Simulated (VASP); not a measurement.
# Al2InAs3 in VASP: a series of runs, part 3 of 3

VASP 6.6.1.

**4. Single point, PBE**

Contents of INCAR:

```
SYSTEM = Al2InAs3
PREC = Accurate
ENCUT = 520
EDIFF = 1E-7
ISMEAR = 0
SIGMA = 0.1
LREAL = .False.
LASPH = .True.
NELM = 60
ALGO = Normal
ISIF = 2
LWAVE = .False.
LCHARG = .True.
GGA = PE
LELF = .True.
LVHAR = .True.
NBANDS = 46
```

Contents of KPOINTS:

```
Automatic mesh
0
Gamma
  4 2 4
  0 0 0
```

Contents of POSCAR:

```
Al2InAs3
1.0
    4.1728496142     -0.0003293568     -0.0003716289
    0.0006635721     -8.3451228365     -0.0001100382
   -2.0871066668      2.0872329594     -8.7381898703
Al In As
4 2 6
Direct
    0.3291808053      0.6646140323      0.6584104103
    0.3292355366      0.1646729982      0.6584644365
    0.6708332103      0.8354518630      0.3415880515
    0.6706394913      0.3354111644      0.3415326519
   -0.0002237233      0.4999660773      0.0000379425
    0.0001809865     -0.0001276922     -0.0000473716
    0.5928793710      0.5465465184      0.1860029138
    0.5931477434      0.0465205394      0.1859502332
    0.2500959954      0.8750629678      0.5000262474
    0.2499335846      0.3750073702      0.4999603159
    0.9070336708      0.7033962839      0.8140126608
    0.9070633283      0.2034778773      0.8140615076
```

Potentials or basis: VASP PAW PBE potentials, release 64 (Al, In_d, As).

Command:

```console
> cat potpaw_PBE.64/Al/POTCAR potpaw_PBE.64/In_d/POTCAR potpaw_PBE.64/As/POTCAR > POTCAR
> mpirun -np 1 vasp_std > vasp.out
```

OUTCAR:

```text
SYSTEM = Al2InAs3
   PREC = Accurate
   ENCUT = 520
   EDIFF = 1E-7
   ISMEAR = 0
   LREAL = .False.
   LASPH = .True.
   NELM = 60
   ISIF = 2
   GGA = PE

 ion  position               nearest neighbor table
   1  0.329  0.665  0.658-  11 2.49  11 2.49  10 2.50   9 2.50
   2  0.329  0.165  0.658-  12 2.49  12 2.49   9 2.50  10 2.50
   3  0.671  0.835  0.342-   7 2.49   8 2.49   9 2.50   9 2.50
   4  0.671  0.335  0.342-   8 2.49   7 2.49  10 2.50  10 2.50
   5  1.000  0.500  0.000-   7 2.64  12 2.64  11 2.64   7 2.65
   6  0.000  1.000  1.000-  11 2.64  12 2.64   8 2.64   8 2.64
   7  0.593  0.547  0.186-   4 2.49   3 2.49   5 2.64   5 2.65
   8  0.593  0.047  0.186-   4 2.49   3 2.49   6 2.64   6 2.64
   9  0.250  0.875  0.500-   2 2.50   3 2.50   1 2.50   3 2.50
  10  0.250  0.375  0.500-   4 2.50   1 2.50   2 2.50   4 2.50
  11  0.907  0.703  0.814-   1 2.49   1 2.49   6 2.64   5 2.64
  12  0.907  0.203  0.814-   2 2.49   2 2.49   5 2.64   6 2.64

  LATTYP: Found a triclinic cell.
 ALAT       =    14.9793108807
 B/A-ratio  =     0.2785742066
 C/A-ratio  =     1.1995003062
 COS(alpha) =     0.0000659812
 COS(beta)  =     0.6644629174
 COS(gamma) =     0.6965192246

  Lattice vectors:

 A1 = ( -10.4321057479,   6.2588779475,   8.7394147952)
 A2 = (  -4.1728496142,   0.0003293568,   0.0003716289)
 A3 = (   0.0007001473,   4.1709862745,  17.4768614077)

Analysis of symmetry for initial positions (statically):
=====================================================================
 Subroutine PRICEL returns:
 Original cell was already a primitive cell.

 Routine SETGRP: Setting up the symmetry group for a
 triclinic supercell.

 Subroutine GETGRP returns: Found  1 space group operations
 (whereof  1 operations were pure point group operations)
 out of a pool of  2 trial point group operations.

The static configuration has the point symmetry C_1 .

Analysis of symmetry for dynamics (positions and initial velocities):
=====================================================================
 Subroutine PRICEL returns:
 Original cell was already a primitive cell.

 Routine SETGRP: Setting up the symmetry group for a
 triclinic supercell.

 Subroutine GETGRP returns: Found  1 space group operations
 (whereof  1 operations were pure point group operations)
 out of a pool of  2 trial point group operations.

The dynamic configuration has the point symmetry C_1 .

 Subroutine INISYM returns: Found  1 space group operations
 (whereof  1 operations are pure point group operations),
 and found     1 'primitive' translations

----------------------------------------------------------------------------------------

                                     Primitive cell

  volume of cell :     304.2969

  direct lattice vectors                    reciprocal lattice vectors
     4.172849614 -0.000329357 -0.000371629     0.239639294  0.000019810 -0.057232840
     0.000663572 -8.345122836 -0.000110038    -0.000012007 -0.119830095 -0.028620145
    -2.087106667  2.087232959 -8.738189870    -0.000010192  0.000001508 -0.114437383

  length of vectors
     4.172849644  8.345122864  9.223259612     0.246378956  0.123200505  0.114437384

  position of ions in fractional coordinates (direct lattice)
[... 96 lines left out ...]
   number of dos      NEDOS =    301   number of ions     NIONS =     12
   total plane-waves  NPLWV = 143360
   dimension x,y,z NGX =    32 NGY =   64 NGZ =   70
   dimension x,y,z NGXF=    64 NGYF=  128 NGZF=  140
   ions per type =               4   2   6
   NGX,Y,Z   is equivalent  to a cutoff of  12.75, 12.75, 12.62 a.u.
   NGXF,Y,Z  is equivalent  to a cutoff of  25.50, 25.50, 25.23 a.u.
 SYSTEM =  Al2InAs3
   PREC   = accura    normal or accurate (medium, high low for compatibility)
   ISTART =      0    job   : 0-new  1-cont  2-samecut
   ICHARG =      2    charge: 1-file 2-atom 10-const
   ISPIN  =      1    spin polarized calculation?
   LNONCOLLINEAR =      F non collinear calculations
   LSORBIT =      F    spin-orbit coupling
   LASPH  =      T    aspherical Exc in radial PAW
   ENCUT  =  520.0 eV  38.22 Ry    6.18 a.u.   7.76 15.52 17.15*2*pi/ulx,y,z
   NELM   =     60;   NELMIN=  2; NELMDL= -5     # of ELM steps
   EDIFF  = 0.1E-06   stopping-criterion for ELM
   LREAL  =      F    real-space projection
   EDIFFG = 0.1E-05   stopping-criterion for IOM
   NSW    =      0    number of steps for IOM
   IBRION =     -1    ionic relax: 0-MD 1-quasi-New 2-CG
   NFREE  =      0    steps in history (QN), initial steepest desc. (CG)
   ISIF   =      2    stress and relaxation
   ISYM   =      2    0-nonsym 1-usesym 2-fastsym
   POTIM  = 0.5000    time-step for ionic-motion
   TEBEG  =    0.0;   TEEND  =   0.0 temperature during run
   PSTRESS=    0.0 pullay stress
   NELECT =      68.0000    total number of electrons
   NUPDOWN=      -1.0000    fix difference up-down
   EMIN   =  10.00;   EMAX   =-10.00  energy-range for DOS
   EFERMI =   0.00;   METHOD = LEGACY
   ISMEAR =     0;   SIGMA  =   0.10  broadening in eV -4-tet -1-fermi 0-gaus
   EFERMI_NEDOS =   21; number of points for ismear=-14 and -15
   IALGO  =     38    algorithm
   IMIX   =      4    mixing-type and parameters
     AMIX     =   0.40;   BMIX     =  1.00
     AMIX_MAG =   1.60;   BMIX_MAG =  1.00
  volume/ion in A,a.u.               =      25.36       171.12
  Fermi-wavevector in a.u.,A,eV,Ry     =   0.993448  1.877345 13.428128  0.986940
  Thomas-Fermi vector in A             =   2.125331
   LORBIT       =      0    0 simple, 1 ext, 2 COOP (PROOUT), +10 PAW based schemes
   GGA     = PE    functional components
   LHFCALC =     F    Hartree Fock is set to
   AEXX    =    0.0000 exact exchange contribution
   IVDW    =     0    specifies the selected vdW correction
   LEPSILON=     F    determine dielectric tensor
   LRPA    =     F    only Hartree local field effects (RPA)
 non-spin polarized calculation
 Gauss-broadening in eV      SIGMA  =   0.10
  energy-cutoff  :      520.00
  volume of cell :      304.30
 maximum number of plane-waves:      8210
   NGX = 15   NGY = 31   NGZ = 35

 number of electron      68.0000019 magnetization

 Free energy of the ion-electron system (eV)
  ---------------------------------------------------
  ext. energy  EPLUGINS =         0.00000000
  ---------------------------------------------------
  free energy    TOTEN  =       -52.59660243 eV

  energy without entropy =      -52.59660243  energy(sigma->0) =      -52.59660243

 E-fermi :   4.2353     XC(G=0):  -8.8980

 val. band max:        3.8075648654   @ k =   0.0000   0.0000   0.0000
 cond. band min:       4.6633838644   @ k =   0.0000   0.0000   0.0000
 fundamental gap:      0.8558189990
 Fermi energy:         4.2353096453

 k-point     1 :       0.0000    0.0000    0.0000
  band No.  band energies     occupation
      1     -10.4093      2.00000
      2     -10.3876      2.00000
      3     -10.3329      2.00000
      4     -10.2765      2.00000
      5     -10.2764      2.00000
      6     -10.2730      2.00000
[... 969 lines left out ...]
     45       8.6572      0.00000
     46       8.6590      0.00000

------------------------ aborting loop because EDIFF is reached ----------------------------------------

  FORCE on cell =-STRESS in cart. coord.  units (eV):
  Direction    XX          YY          ZZ          XY          YZ          ZX
  --------------------------------------------------------------------------------------
  -------------------------------------------------------------------------------------
  Total        0.1976271      0.2184402      0.2009819      0.0074006      0.0098395      0.0121786
  in kB        1.0405420      1.1501264      1.0582052      0.0389657      0.0518065      0.0641223
  external PRESSURE =       1.0829579 kB  Pullay stress =       0.0000000 kB

 VOLUME and BASIS-vectors are now :
 -----------------------------------------------------------------------------
  energy-cutoff  :      520.00
  volume of cell :      304.30
      direct lattice vectors                 reciprocal lattice vectors
     4.172849614 -0.000329357 -0.000371629     0.239639294  0.000019810 -0.057232840
     0.000663572 -8.345122836 -0.000110038    -0.000012007 -0.119830095 -0.028620145
    -2.087106667  2.087232959 -8.738189870    -0.000010192  0.000001508 -0.114437383

 POSITION                                       TOTAL-FORCE (eV/Angst)
 -----------------------------------------------------------------------------------
     -0.00011     -4.17214     -5.75351         0.002185     -0.000212     -0.000674
     -0.00033      0.00004     -5.75393         0.001170     -0.000084     -0.000449
      2.08691     -6.25920     -2.98520         0.001467     -0.001011      0.000088
      2.08589     -2.08641     -2.98466         0.002980     -0.000091     -0.000814
      4.17217     -4.17253     -0.00076         0.003893      0.000352     -0.000685
     -2.08559     -6.25692     -8.73789        -0.000675     -0.002357     -0.002300
      2.08615     -4.17296     -1.62561        -0.002845      0.000201      0.003948
      2.08705     -0.00029     -1.62509        -0.000579      0.002246      0.004323
      0.00059     -6.25892     -4.36951        -0.002244      0.001356      0.000319
     -0.00029     -2.08603     -4.36888        -0.001956      0.000487     -0.000663
      2.08645     -4.17119     -7.11341        -0.002096     -0.000977     -0.001146
      2.08614      0.00079     -7.11378        -0.001300      0.000091     -0.001948
 -----------------------------------------------------------------------------------
    total drift:                               -0.000064     -0.000071      0.000041

  FREE ENERGIE OF THE ION-ELECTRON SYSTEM (eV)
  ---------------------------------------------------
  free  energy   TOTEN  =       -52.5966024253 eV

  energy  without entropy=      -52.5966024252  energy(sigma->0) =      -52.59660243
```

Run time: 4.2 min. Hardware: 1 thread of Intel Xeon 6975P-C (Granite Rapids), shared host; peak memory 0.48 GiB.

What came out:

```yaml
Free_energy: -52.5966 eV
Pressure: 0.1 GPa
Largest_force: 0.005 eV/Å
Band_gap_on_the_k_mesh: 0.86 eV
```

Forces on the atoms (eV/Å):
```
Al   0.002  0.000 -0.001
Al   0.001  0.000  0.000
Al   0.001 -0.001  0.000
Al   0.003  0.000 -0.001
In   0.004  0.000 -0.001
In  -0.001 -0.002 -0.002
As  -0.003  0.000  0.004
As  -0.001  0.002  0.004
As  -0.002  0.001  0.000
As  -0.002  0.000 -0.001
As  -0.002 -0.001 -0.001
As  -0.001  0.000 -0.002
```

Levels at points of the mesh, in eV from the valence-band top:
```
           k point  band 32  band 33  band 34  band 35  band 36  band 37
(0.00, 0.00, 0.00)    -0.13     0.00     0.00     0.86     1.48     1.64
(0.50, 0.00, 0.00)    -1.22    -0.83    -0.50     1.48     1.52     2.06
(0.00, 0.50, 0.00)    -0.89    -0.22    -0.22     2.18     2.18     2.38
(0.50, 0.50, 0.00)    -1.56    -1.45    -1.45     2.22     2.22     2.72
(0.00, 0.00, 0.50)    -0.56    -0.56    -0.50     1.44     1.48     2.00
(0.50, 0.00, 0.50)    -1.22    -0.83    -0.50     1.48     1.52     2.06
(0.00, 0.50, 0.50)    -0.49    -0.41    -0.41     1.80     1.80     2.12
(0.50, 0.50, 0.50)    -1.57    -1.45    -1.45     2.22     2.22     2.72
```

Caveat: spin-orbit coupling is left out, which moves the levels of the heavy elements.

**5. Summary**

| task | cell | k mesh | cutoff (eV) | gap on the mesh (eV) | pressure (GPa) | largest force (eV/Å) |
| --- | --- | --- | --- | --- | --- | --- |
| single point | a = 4.150, b = 8.300, c = 9.306 Å, angles 102.9, 102.9, 90.0°, 12 atoms, atomic positions A | 4 × 2 × 4 | 520 | 0.84 | 0.1 | 0.03 |
| relaxation of cell and atoms | relaxed from a = 8.779 Å, angles 154.2, 154.2, 36.9°, 6 atoms, atomic positions B | 6 × 6 × 6 | 600 | 0.84 | 0.0 | 0.01 |
| single point | a = 4.173, b = 8.345, c = 9.223 Å, angles 103.1, 103.1, 90.0°, 12 atoms, atomic positions A | 4 × 2 × 4 | 520 | 0.86 | 0.1 | - |

Alike in all rows: level PBE; potentials or basis VASP PAW PBE potentials, release 64 (Al, In_d, As); no spin polarisation; smearing gaussian 0.1 eV.

Caveats: spin-orbit coupling is left out, which moves the levels of the heavy elements.

Total energies depend on the potentials used, so only differences within one code and one set of settings carry meaning.
